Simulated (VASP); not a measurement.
# Au (Fm-3m) in VASP: a series of runs, part 2 of 2

VASP 6.6.1.

### 4 Electric field gradients, PBEsol

Contents of INCAR:

```
  PREC = Accurate
  ENCUT = 520
  EDIFF = 1E-8
  ISMEAR = -1
  SIGMA = 0.05
  LREAL = False
  LASPH = True
  NELM = 60
  ALGO = Normal
  ISIF = 2
  LWAVE = False
  LCHARG = False
  GGA = PS
  LEFG = True
  NBANDS = 54
```

Contents of KPOINTS:

```
regular mesh
0
Gamma
  7 7 7
```

Contents of POSCAR:

```
Au
1.0
    0.0000000000      4.0700000000      4.0700000000
    4.0700000000      0.0000000000      4.0700000000
    4.0700000000      4.0700000000      0.0000000000
Au
8
Direct
    0.0000000000      0.0000000000      0.0000000000
    0.0000000000      0.0000000000      0.5000000000
    0.0000000000      0.5000000000      0.0000000000
    0.0000000000      0.5000000000      0.5000000000
    0.5000000000      0.0000000000      0.0000000000
    0.5000000000      0.0000000000      0.5000000000
    0.5000000000      0.5000000000      0.0000000000
    0.5000000000      0.5000000000      0.5000000000
```

Potentials or basis: VASP PAW PBE potentials, release 64 (Au).

Run with:

```
$ cat potpaw_PBE.64/Au/POTCAR > POTCAR
$ mpirun -np 1 vasp_std > vasp.out
```

OUTCAR:

```text
PREC = Accurate
   ENCUT = 520
   EDIFF = 1E-8
   ISMEAR = -1
   LREAL = False
   LASPH = True
   NELM = 60
   ISIF = 2
   GGA = PS

 ion  position               nearest neighbor table
   1  0.000  0.000  0.000-   2 2.88   3 2.88   5 2.88   2 2.88   4 2.88   6 2.88   3 2.88   4 2.88
                             7 2.88   5 2.88   6 2.88   7 2.88
   2  0.000  0.000  0.500-   1 2.88   4 2.88   6 2.88   1 2.88   3 2.88   5 2.88   3 2.88   4 2.88
                             8 2.88   5 2.88   6 2.88   8 2.88
   3  0.000  0.500  0.000-   1 2.88   4 2.88   7 2.88   2 2.88   4 2.88   8 2.88   1 2.88   2 2.88
                             5 2.88   5 2.88   7 2.88   8 2.88
   4  0.000  0.500  0.500-   2 2.88   3 2.88   8 2.88   1 2.88   3 2.88   7 2.88   1 2.88   2 2.88
                             6 2.88   6 2.88   7 2.88   8 2.88
   5  0.500  0.000  0.000-   1 2.88   6 2.88   7 2.88   2 2.88   6 2.88   8 2.88   3 2.88   7 2.88
                             8 2.88   1 2.88   2 2.88   3 2.88
   6  0.500  0.000  0.500-   2 2.88   5 2.88   8 2.88   1 2.88   5 2.88   7 2.88   4 2.88   7 2.88
                             8 2.88   1 2.88   2 2.88   4 2.88
[... 1404 lines left out ...]
----------------------------------------------------------------------
   1      -0.000    -0.000     0.000       0.000
   2      -0.000    -0.000     0.000       0.000
   3      -0.000    -0.000     0.000       0.000
   4      -0.000    -0.000     0.000       0.000
   5      -0.000    -0.000     0.000       0.000
   6      -0.000    -0.000     0.000       0.000
   7      -0.000    -0.000     0.000       0.000
   8      -0.000    -0.000     0.000       0.000
----------------------------------------------------------------------

           NMR quadrupolar parameters

 Cq : quadrupolar parameter    Cq=e*Q*V_zz/h
 eta: asymmetry parameters     (V_yy - V_xx)/ V_zz
 Q  : nuclear electric quadrupole moment in mb (millibarn)
----------------------------------------------------------------------
 ion       Cq(MHz)       eta       Q (mb)
----------------------------------------------------------------------
   1       0.000       0.000       1.000
   2       0.000       0.000       1.000
   3       0.000       0.000       1.000
   4       0.000       0.000       1.000
   5       0.000       0.000       1.000
   6       0.000       0.000       1.000
   7       0.000       0.000       1.000
   8       0.000       0.000       1.000
----------------------------------------------------------------------
```

OSZICAR:

```text
N       E                     dE             d eps       ncg     rms          rms(c)
DAV:   1     0.611055125347E+03    0.61106E+03   -0.45474E+04  2160   0.159E+03
DAV:   2    -0.135759300831E+02   -0.62463E+03   -0.59950E+03  2304   0.358E+02
DAV:   3    -0.338837152622E+02   -0.20308E+02   -0.19909E+02  2428   0.623E+01
DAV:   4    -0.340839450580E+02   -0.20023E+00   -0.20004E+00  2268   0.624E+00
DAV:   5    -0.340857691315E+02   -0.18241E-02   -0.18240E-02  2356   0.637E-01    0.281E+01
DAV:   6    -0.315925583285E+02    0.24932E+01   -0.61116E+00  2238   0.130E+01    0.173E+01
DAV:   7    -0.314014722779E+02    0.19109E+00   -0.76673E-01  2294   0.439E+00    0.689E+00
DAV:   8    -0.313773546551E+02    0.24118E-01   -0.62206E-02  2226   0.129E+00    0.903E-01
DAV:   9    -0.313772136260E+02    0.14103E-03   -0.30469E-04  2334   0.944E-02    0.423E-02
DAV:  10    -0.313772543612E+02   -0.40735E-04   -0.13521E-05  2262   0.212E-02    0.479E-03
DAV:  11    -0.313772544164E+02   -0.55189E-07   -0.25963E-06  2318   0.776E-03    0.204E-03
DAV:  12    -0.313772544418E+02   -0.25407E-07   -0.21971E-08  1796   0.745E-04    0.181E-03
DAV:  13    -0.313772543280E+02    0.11379E-06   -0.23901E-09  1254   0.247E-04    0.308E-04
DAV:  14    -0.313772543251E+02    0.29286E-08   -0.27420E-10  1206   0.749E-05
   1 F= -.31377254E+02 E0= -.31367835E+02  d E =-.188381E-01
```

It took 2.9 min on 1 thread of AMD EPYC 7R43 (Zen 3), shared host; peak memory 0.34 GiB.

What came out:

| Item | Value |
| --- | --- |
| Free energy | -31.3773 eV |
| Pressure | 1.4 GPa |
| Band gap on the k mesh | zero (bands 44 and 45 overlap by 1.99 eV) |
| Largest electric field gradient by atom | zero within the noise of the run |

Caveat: the PAW data sets were made with another functional, which shifts forces and pressure a little; spin-orbit coupling is left out, which moves the levels of the heavy elements.

### 5 Electric field gradients, r2SCAN

POSCAR is that of step 4.

Contents of INCAR.step1:

```
ALGO     = Normal         # electronic algorithm
EDIFF    = 1E-4           # SCF threshold, eV
ENCUT    = 520            # plane-wave cutoff, eV
GGA      = PE             # functional
ISMEAR   = -1             # smearing method
LASPH    = True           # aspherical terms in the spheres
LCHARG   = False          # write CHGCAR
LREAL    = False          # projectors in reciprocal space
LWAVE    = True           # write WAVECAR
NBANDS   = 54             # bands
NELM     = 100            # most SCF steps
PREC     = Accurate       # precision mode
SIGMA    = 0.05           # smearing width, eV
```

Contents of INCAR.step2:

```
ALGO     = Normal         # electronic algorithm
EDIFF    = 1E-8           # SCF threshold, eV
ENCUT    = 520            # plane-wave cutoff, eV
ISIF     = 2              # what is computed and relaxed
ISMEAR   = -1             # smearing method
ISTART   = 1            
LASPH    = True           # aspherical terms in the spheres
LCHARG   = False          # write CHGCAR
LEFG     = True         
LMIXTAU  = True         
LREAL    = False          # projectors in reciprocal space
LWAVE    = False          # write WAVECAR
METAGGA  = R2SCAN         # meta-GGA
NBANDS   = 54             # bands
NELM     = 100            # most SCF steps
PREC     = Accurate       # precision mode
SIGMA    = 0.05           # smearing width, eV
```

Contents of KPOINTS:

```
k-points
0
Gamma
  7 7 7
```

Potentials or basis: VASP PAW PBE potentials, release 64 (Au).

Run with:

```
$ cat potpaw_PBE.64/Au/POTCAR > POTCAR
$ cp INCAR.step1 INCAR
$ mpirun -np 1 vasp_std > vasp.out
$ cp INCAR.step2 INCAR
$ mpirun -np 1 vasp_std > vasp.out
```

OUTCAR:

```text
EDIFF = 1E-8
   ENCUT = 520
   ISIF = 2
   ISMEAR = -1
   ISTART = 1
   LASPH = True
   LREAL = False
   METAGGA = R2SCAN
   NELM = 100
   PREC = Accurate

 ion  position               nearest neighbor table
   1  0.000  0.000  0.000-   2 2.88   3 2.88   5 2.88   2 2.88   4 2.88   6 2.88   3 2.88   4 2.88
                             7 2.88   5 2.88   6 2.88   7 2.88
   2  0.000  0.000  0.500-   1 2.88   4 2.88   6 2.88   1 2.88   3 2.88   5 2.88   3 2.88   4 2.88
                             8 2.88   5 2.88   6 2.88   8 2.88
   3  0.000  0.500  0.000-   1 2.88   4 2.88   7 2.88   2 2.88   4 2.88   8 2.88   1 2.88   2 2.88
                             5 2.88   5 2.88   7 2.88   8 2.88
   4  0.000  0.500  0.500-   2 2.88   3 2.88   8 2.88   1 2.88   3 2.88   7 2.88   1 2.88   2 2.88
                             6 2.88   6 2.88   7 2.88   8 2.88
   5  0.500  0.000  0.000-   1 2.88   6 2.88   7 2.88   2 2.88   6 2.88   8 2.88   3 2.88   7 2.88
                             8 2.88   1 2.88   2 2.88   3 2.88
   6  0.500  0.000  0.500-   2 2.88   5 2.88   8 2.88   1 2.88   5 2.88   7 2.88   4 2.88   7 2.88
                             8 2.88   1 2.88   2 2.88   4 2.88
   7  0.500  0.500  0.000-   3 2.88   5 2.88   8 2.88   4 2.88   6 2.88   8 2.88   1 2.88   5 2.88
                             6 2.88   1 2.88   3 2.88   4 2.88
   8  0.500  0.500  0.500-   4 2.88   6 2.88   7 2.88   3 2.88   5 2.88   7 2.88   2 2.88   5 2.88
                             6 2.88   2 2.88   3 2.88   4 2.88
[... 6 lines left out ...]
 A1 = (   0.0000000000,   4.0700000000,   4.0700000000)
 A2 = (   4.0700000000,   0.0000000000,   4.0700000000)
 A3 = (   4.0700000000,   4.0700000000,   0.0000000000)

Analysis of symmetry for initial positions (statically):
=====================================================================
 Subroutine PRICEL returns following result:

  LATTYP: Found a face centered cubic cell.
 ALAT       =     4.0700000000

  Lattice vectors:

 A1 = (   0.0000000000,   2.0350000000,   2.0350000000)
 A2 = (   2.0350000000,   0.0000000000,   2.0350000000)
 A3 = (   2.0350000000,   2.0350000000,   0.0000000000)

   8 primitive cells build up your supercell.

 Routine SETGRP: Setting up the symmetry group for a
 face centered cubic supercell.

 Subroutine GETGRP returns: Found 48 space group operations
 (whereof 48 operations were pure point group operations)
 out of a pool of 48 trial point group operations.

The static configuration has the point symmetry O_h .

Analysis of symmetry for dynamics (positions and initial velocities):
=====================================================================
 Subroutine PRICEL returns following result:

  LATTYP: Found a face centered cubic cell.
 ALAT       =     4.0700000000

  Lattice vectors:

 A1 = (   0.0000000000,   2.0350000000,   2.0350000000)
 A2 = (   2.0350000000,   0.0000000000,   2.0350000000)
 A3 = (   2.0350000000,   2.0350000000,   0.0000000000)

   8 primitive cells build up your supercell.

 Routine SETGRP: Setting up the symmetry group for a
 face centered cubic supercell.

 Subroutine GETGRP returns: Found 48 space group operations
 (whereof 48 operations were pure point group operations)
 out of a pool of 48 trial point group operations.

The dynamic configuration has the point symmetry O_h .

[... 127 lines left out ...]
   NGX = 21   NGY = 21   NGZ = 21

 number of electron      87.9999993 magnetization

 Free energy of the ion-electron system (eV)
  ---------------------------------------------------
  ext. energy  EPLUGINS =         0.00000000
  ---------------------------------------------------
  free energy    TOTEN  =      -404.62272282 eV

  energy without entropy =     -404.60588808  energy(sigma->0) =     -404.61430545

 E-fermi :   9.4572     XC(G=0): -13.7103

 val. band max:        9.3639258589   @ k =  -0.4286   0.2857   0.0000
 cond. band min:       9.5316556876   @ k =  -0.2857   0.2857   0.0000
 fundamental gap:      0.1677298288
 Fermi energy:         9.4571545435

 k-point     1 :       0.0000    0.0000    0.0000
  band No.  band energies     occupation
      1      -0.7086      2.00000
      2       1.8018      2.00000
      3       1.8018      2.00000
      4       1.8018      2.00000
      5       1.8018      2.00000
      6       2.0605      2.00000
[... 1129 lines left out ...]
     53      17.4780      0.00000
     54      18.5248      0.00000

------------------------ aborting loop because EDIFF is reached ----------------------------------------

  FORCE on cell =-STRESS in cart. coord.  units (eV):
  Direction    XX          YY          ZZ          XY          YZ          ZX
  --------------------------------------------------------------------------------------
  -------------------------------------------------------------------------------------
  Total        6.0468594      6.0468594      6.0468594     -0.0000000     -0.0000000      0.0000000
  in kB       71.8500759     71.8500759     71.8500759     -0.0000000     -0.0000000      0.0000000
  external PRESSURE =      71.8500759 kB  Pullay stress =       0.0000000 kB

 VOLUME and BASIS-vectors are now :
 -----------------------------------------------------------------------------
  energy-cutoff  :      520.00
  volume of cell :      134.84
      direct lattice vectors                 reciprocal lattice vectors
     0.000000000  4.070000000  4.070000000    -0.122850123  0.122850123  0.122850123
     4.070000000  0.000000000  4.070000000     0.122850123 -0.122850123  0.122850123
     4.070000000  4.070000000  0.000000000     0.122850123  0.122850123 -0.122850123

 POSITION                                       TOTAL-FORCE (eV/Angst)
 -----------------------------------------------------------------------------------
      0.00000      0.00000      0.00000         0.000000     -0.000000      0.000000
      2.03500      2.03500      0.00000        -0.000000      0.000000     -0.000000
      2.03500      0.00000      2.03500        -0.000000     -0.000000      0.000000
      4.07000      2.03500      2.03500        -0.000000     -0.000000      0.000000
      0.00000      2.03500      2.03500         0.000000      0.000000     -0.000000
      2.03500      4.07000      2.03500         0.000000     -0.000000     -0.000000
      2.03500      2.03500      4.07000        -0.000000      0.000000      0.000000
      4.07000      4.07000      4.07000        -0.000000      0.000000      0.000000
 -----------------------------------------------------------------------------------
    total drift:                                0.000000      0.000000      0.000000

  FREE ENERGIE OF THE ION-ELECTRON SYSTEM (eV)
  ---------------------------------------------------
  free  energy   TOTEN  =      -404.6227228197 eV

  energy  without entropy=     -404.6058880830  energy(sigma->0) =     -404.61430545

 Electric field gradients (V/A^2)
---------------------------------------------------------------------
 ion       V_xx      V_yy      V_zz      V_xy      V_xz      V_yz
---------------------------------------------------------------------
   1      -0.000     0.000     0.000     0.000     0.000     0.000
   2       0.000     0.000    -0.000     0.000     0.000     0.000
   3      -0.000     0.000     0.000     0.000     0.000     0.000
   4      -0.000     0.000     0.000     0.000     0.000     0.000
   5      -0.000     0.000     0.000     0.000     0.000     0.000
   6      -0.000     0.000     0.000     0.000     0.000     0.000
   7      -0.000     0.000     0.000     0.000     0.000     0.000
   8      -0.000     0.000    -0.000     0.000     0.000     0.000
---------------------------------------------------------------------

 Electric field gradients after diagonalization (V/A^2)
 (convention: |V_zz| > |V_xx| > |V_yy|)
----------------------------------------------------------------------
 ion       V_xx      V_yy      V_zz     asymmetry (V_yy - V_xx)/ V_zz
----------------------------------------------------------------------
   1      -0.000    -0.000     0.000       0.000
   2      -0.000    -0.000     0.000       0.000
   3      -0.000    -0.000     0.000       0.000
   4      -0.000    -0.000     0.000       0.000
   5      -0.000    -0.000     0.000       0.000
   6      -0.000    -0.000     0.000       0.000
   7      -0.000    -0.000     0.000       0.000
   8      -0.000    -0.000     0.000       0.000
----------------------------------------------------------------------

           NMR quadrupolar parameters

 Cq : quadrupolar parameter    Cq=e*Q*V_zz/h
 eta: asymmetry parameters     (V_yy - V_xx)/ V_zz
 Q  : nuclear electric quadrupole moment in mb (millibarn)
----------------------------------------------------------------------
 ion       Cq(MHz)       eta       Q (mb)
----------------------------------------------------------------------
   1       0.000       0.000       1.000
   2       0.000       0.000       1.000
   3       0.000       0.000       1.000
   4       0.000       0.000       1.000
   5       0.000       0.000       1.000
   6       0.000       0.000       1.000
   7       0.000       0.000       1.000
   8       0.000       0.000       1.000
----------------------------------------------------------------------
```

It took 12 min on 1 thread of AMD EPYC 7R43 (Zen 3), shared host; peak memory 0.37 GiB.

What came out:

* Free energy: -404.6227 eV
* Pressure: 7.2 GPa
* Band gap on the k mesh: zero (bands 44 and 45 overlap by 1.84 eV)
* Largest electric field gradient by atom: zero within the noise of the run

Caveat: the cell stands under pressure; the PAW data sets were made with another functional, which shifts forces and pressure a little; spin-orbit coupling is left out, which moves the levels of the heavy elements.

### 6 The runs side by side

```tsv
level	k mesh	gap on the mesh (eV)	pressure (GPa)
PBEsol	3 × 3 × 3	none	2.8
PBEsol	7 × 7 × 7	none	1.4
r2SCAN	7 × 7 × 7	none	7.2
```

Alike in all rows: task electric field gradients; potentials or basis VASP PAW PBE potentials, release 64 (Au); no spin polarisation; cell as given; cutoff (eV) 520; smearing fermi-dirac 0.05 eV.

Caveats: some runs use coarse meshes; the PAW data sets were made with another functional, which shifts forces and pressure a little; spin-orbit coupling is left out, which moves the levels of the heavy elements; the cell stands under pressure (at least some runs).

Total energies depend on the potentials used, so only differences within one code and one set of settings carry meaning.
